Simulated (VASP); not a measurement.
# TiCo (Pm-3m) in VASP: notebook, part 2 of 2

VASP 6.6.1.

### Step 3. Single point, PBE, collinear spin, ferrimagnetic start (volume scaled by 0.72)

The input, INCAR:

```
PREC = Accurate
ENCUT = 520
EDIFF = 1E-7
ISMEAR = -1
SIGMA = 0.03
LREAL = False
LASPH = True
NELM = 150
ALGO = Normal
ISIF = 2
LWAVE = False
LCHARG = True
ISPIN = 2
MAGMOM = -1 2
LORBIT = 11
LMAXMIX = 4
GGA = PE
LELF = True
LVHAR = True
NBANDS = 22
```

The input, KPOINTS:

```
Automatic mesh
0
Gamma
  13 13 13
```

The input, POSCAR:

```
TiCo
1.0
    2.6763943929      0.0000000000      0.0000000000
    0.0000000000      2.6763943929      0.0000000000
    0.0000000000      0.0000000000      2.6763943929
Ti Co
1 1
Direct
    0.0000000000      0.0000000000      0.0000000000
    0.5000000000      0.5000000000      0.5000000000
```

Potentials or basis: VASP PAW PBE potentials, release 64 (Ti_sv, Co).

Command:

```console
$ cat potpaw_PBE.64/Ti_sv/POTCAR potpaw_PBE.64/Co/POTCAR > POTCAR
$ mpirun -np 1 vasp_std > vasp.out
```

OUTCAR:

```text
PREC = Accurate
   ENCUT = 520
   EDIFF = 1E-7
   ISMEAR = -1
   LREAL = False
   LASPH = True
   NELM = 150
   ISIF = 2
   ISPIN = 2
   LORBIT = 11
   GGA = PE

 ion  position               nearest neighbor table
   1  0.000  0.000  0.000-   2 2.32   2 2.32   2 2.32   2 2.32   2 2.32   2 2.32   2 2.32   2 2.32

   2  0.500  0.500  0.500-   1 2.32   1 2.32   1 2.32   1 2.32   1 2.32   1 2.32   1 2.32   1 2.32

  LATTYP: Found a simple cubic cell.
 ALAT       =     2.6763943929

  Lattice vectors:

 A1 = (   2.6763943929,   0.0000000000,   0.0000000000)
 A2 = (   0.0000000000,   2.6763943929,   0.0000000000)
 A3 = (   0.0000000000,   0.0000000000,   2.6763943929)

Analysis of symmetry for initial positions (statically):
=====================================================================
 Subroutine PRICEL returns:
 Original cell was already a primitive cell.

 Routine SETGRP: Setting up the symmetry group for a
 simple cubic supercell.

 Subroutine GETGRP returns: Found 48 space group operations
 (whereof 48 operations were pure point group operations)
 out of a pool of 48 trial point group operations.

The static configuration has the point symmetry O_h .

Analysis of symmetry for dynamics (positions and initial velocities):
=====================================================================
 Subroutine PRICEL returns:
 Original cell was already a primitive cell.

 Routine SETGRP: Setting up the symmetry group for a
 simple cubic supercell.

 Subroutine GETGRP returns: Found 48 space group operations
 (whereof 48 operations were pure point group operations)
 out of a pool of 48 trial point group operations.

The dynamic configuration has the point symmetry O_h .

Analysis of structural, dynamic, and magnetic symmetry:
=====================================================================
 Subroutine PRICEL returns:
 Original cell was already a primitive cell.

 Routine SETGRP: Setting up the symmetry group for a
[... 142 lines left out ...]
   NGX =  9   NGY =  9   NGZ =  9

 number of electron      20.9999993 magnetization       0.0750299

 number of electron      20.9999993 magnetization      -0.0002850

 Free energy of the ion-electron system (eV)
  ---------------------------------------------------
  ext. energy  EPLUGINS =         0.00000000
  ---------------------------------------------------
  free energy    TOTEN  =       -13.88607604 eV

  energy without entropy =      -13.88119652  energy(sigma->0) =      -13.88363628

 E-fermi :  14.9079     XC(G=0): -14.4303

 val. band max:       14.8921377152   @ k =   0.3846   0.3846   0.3077
 cond. band min:      14.9421703825   @ k =   0.3077   0.1538   0.0000
 fundamental gap:      0.0500326674
 Fermi energy:        14.9079095243

 spin component 1

 k-point     1 :       0.0000    0.0000    0.0000
  band No.  band energies     occupation
      1     -41.9135      1.00000
      2     -17.8033      1.00000
      3     -17.8033      1.00000
      4     -17.8033      1.00000
      5       5.9588      1.00000
      6       8.9277      1.00000
[... 589 lines left out ...]
     21      35.1134      0.00000
     22      40.2128      0.00000

 [... further k-points ...]

 spin component 2

 k-point     1 :       0.0000    0.0000    0.0000
  band No.  band energies     occupation
      1     -41.9135      1.00000
      2     -17.8033      1.00000
      3     -17.8033      1.00000
      4     -17.8033      1.00000
      5       5.9588      1.00000
      6       8.9275      1.00000
[... 589 lines left out ...]
     21      35.1135      0.00000
     22      40.2128      0.00000

 [... further k-points ...]
[... 5 lines left out ...]
  --------------------------------------------------------------------------------------
  -------------------------------------------------------------------------------------
  Total       12.5343235     12.5343235     12.5343235      0.0000000     -0.0000000      0.0000000
  in kB     1047.5171599   1047.5171599   1047.5171599      0.0000000     -0.0000000      0.0000000
  external PRESSURE =    1047.5171599 kB  Pullay stress =       0.0000000 kB

 VOLUME and BASIS-vectors are now :
 -----------------------------------------------------------------------------
  energy-cutoff  :      520.00
  volume of cell :       19.17
      direct lattice vectors                 reciprocal lattice vectors
     2.676394393  0.000000000  0.000000000     0.373637011  0.000000000  0.000000000
     0.000000000  2.676394393  0.000000000     0.000000000  0.373637011  0.000000000
     0.000000000  0.000000000  2.676394393     0.000000000  0.000000000  0.373637011

 POSITION                                       TOTAL-FORCE (eV/Angst)
 -----------------------------------------------------------------------------------
      0.00000      0.00000      0.00000         0.000000      0.000000      0.000000
      1.33820      1.33820      1.33820         0.000000      0.000000      0.000000
 -----------------------------------------------------------------------------------
    total drift:                               -0.000000      0.000000      0.000000

  FREE ENERGIE OF THE ION-ELECTRON SYSTEM (eV)
  ---------------------------------------------------
  free  energy   TOTEN  =       -13.8860760409 eV

  energy  without entropy=      -13.8811965185  energy(sigma->0) =      -13.88363628

 total charge

# of ion       s       p       d       tot
------------------------------------------
    1        2.345   6.312   2.289  10.947
    2        0.679   0.683   7.634   8.997
--------------------------------------------------
tot          3.024   6.996   9.923  19.943

 magnetization (x)

# of ion       s       p       d       tot
------------------------------------------
    1        0.000   0.000   0.000   0.000
    2       -0.000   0.000  -0.000  -0.000
--------------------------------------------------
tot         -0.000   0.000  -0.000  -0.000
```

Run time: 45 s. Hardware: 1 thread of Intel Xeon Platinum 8559C (Emerald Rapids), shared host; peak memory 0.17 GiB.

What came out:

- Free energy: -13.8861 eV
- Pressure: 104.8 GPa
- Net moment: 0.00 μB per cell
- Valence electrons inside the program's atomic spheres: Ti 10.95; Co 9.00

Caveat: the starting moments collapsed, and a magnetic state may lie lower.

### Step 4. Single point, PBE, collinear spin, ferrimagnetic start (volume scaled by 0.8)

The input, INCAR:

```
SYSTEM = TiCo
PREC = Accurate ; ENCUT = 520
EDIFF = 1E-7 ; ISMEAR = -1
SIGMA = 0.03 ; LREAL = .False.
LASPH = .True. ; NELM = 150
ALGO = Normal ; ISIF = 2
LWAVE = .False. ; LCHARG = .True.
ISPIN = 2 ; MAGMOM = -1 2
LORBIT = 11 ; LMAXMIX = 4
GGA = PE ; LELF = .True.
LVHAR = .True. ; NBANDS = 22
```

The input, KPOINTS:

```
Automatic mesh
0
Gamma
  13 13 13
  0 0 0
```

The input, POSCAR:

```
TiCo
1.0
    2.7720598854      0.0000000000      0.0000000000
    0.0000000000      2.7720598854      0.0000000000
    0.0000000000      0.0000000000      2.7720598854
Ti Co
1 1
Direct
    0.0000000000      0.0000000000      0.0000000000
    0.5000000000      0.5000000000      0.5000000000
```

Command:

```console
$ cat potpaw_PBE.64/Ti_sv/POTCAR potpaw_PBE.64/Co/POTCAR > POTCAR
$ mpirun -np 1 vasp_std > vasp.out
```

Run time: 50 s. Hardware: 1 thread of Intel Xeon Platinum 8559C (Emerald Rapids), shared host; peak memory 0.19 GiB.

The run converged. Its results:

```yaml
Free_energy: -14.9288 eV
Pressure: 55.8 GPa
Net_moment: 0.00 μB per cell
Valence_electrons_inside_the_program's_atomic_spheres: Ti 10.69; Co 8.74
```

Levels at points of the mesh, in eV from the Fermi level:
Spin up:
```csv
k point,band 7,band 8,band 9,band 10,band 11,band 12,band 13,band 14
"(0.00, 0.00, 0.00)",-5.13,-1.96,-1.96,-1.96,0.96,0.96,3.56,3.56
```
Spin down:
```csv
k point,band 7,band 8,band 9,band 10,band 11,band 12,band 13,band 14
"(0.00, 0.00, 0.00)",-5.13,-1.96,-1.96,-1.96,0.96,0.96,3.56,3.56
```

Caveat: the starting moments collapsed, and a magnetic state may lie lower.

### Step 5. Single point, PBE, collinear spin, ferrimagnetic start (volume scaled by 0.85)

The input, INCAR:

```
SYSTEM = TiCo
ALGO     = Normal         ! electronic algorithm
EDIFF    = 1E-7           ! SCF threshold, eV
ENCUT    = 520            ! plane-wave cutoff, eV
GGA      = PE             ! functional
ISIF     = 2              ! what is computed and relaxed
ISMEAR   = -1             ! smearing method
ISPIN    = 2              ! spin polarisation
LASPH    = .True.         ! aspherical terms in the spheres
LCHARG   = .False.        ! write CHGCAR
LMAXMIX  = 4              ! l up to which the mixer works
LORBIT   = 11             ! projections on sites
LREAL    = .False.        ! projectors in reciprocal space
LWAVE    = .False.        ! write WAVECAR
MAGMOM   = -1 2           ! initial moments
NBANDS   = 22             ! bands
NELM     = 150            ! most SCF steps
PREC     = Accurate       ! precision mode
SIGMA    = 0.03           ! smearing width, eV
```

The input, KPOINTS:

```
k-points
0
Gamma
  13 13 13
  0 0 0
```

The input, POSCAR:

```
TiCo
1.0
    2.8286480935      0.0000000000      0.0000000000
    0.0000000000      2.8286480935      0.0000000000
    0.0000000000      0.0000000000      2.8286480935
Ti Co
1 1
Direct
    0.0000000000      0.0000000000      0.0000000000
    0.5000000000      0.5000000000      0.5000000000
```

Command:

```console
$ cat potpaw_PBE.64/Ti_sv/POTCAR potpaw_PBE.64/Co/POTCAR > POTCAR
$ mpirun -np 1 vasp_std > vasp.out
```

Wall time 2 min (1 thread of Intel Xeon Platinum 8559C (Emerald Rapids), shared host); peak memory 0.2 GiB.

It converged, with:

- Free energy: -15.3017 eV
- Pressure: 34.7 GPa
- Net moment: 0.00 μB per cell
- Valence electrons inside the program's atomic spheres: Ti 10.56; Co 8.61

Levels at points of the mesh, in eV from the Fermi level:
Spin up:
| k point | band 7 | band 8 | band 9 | band 10 | band 11 | band 12 | band 13 | band 14 |
| --- | --- | --- | --- | --- | --- | --- | --- | --- |
| (0.00, 0.00, 0.00) | -4.71 | -1.80 | -1.80 | -1.80 | 0.91 | 0.91 | 3.32 | 3.32 |
Spin down:
| k point | band 7 | band 8 | band 9 | band 10 | band 11 | band 12 | band 13 | band 14 |
| --- | --- | --- | --- | --- | --- | --- | --- | --- |
| (0.00, 0.00, 0.00) | -4.71 | -1.80 | -1.80 | -1.80 | 0.91 | 0.91 | 3.32 | 3.32 |

Caveat: the starting moments collapsed, and a magnetic state may lie lower.
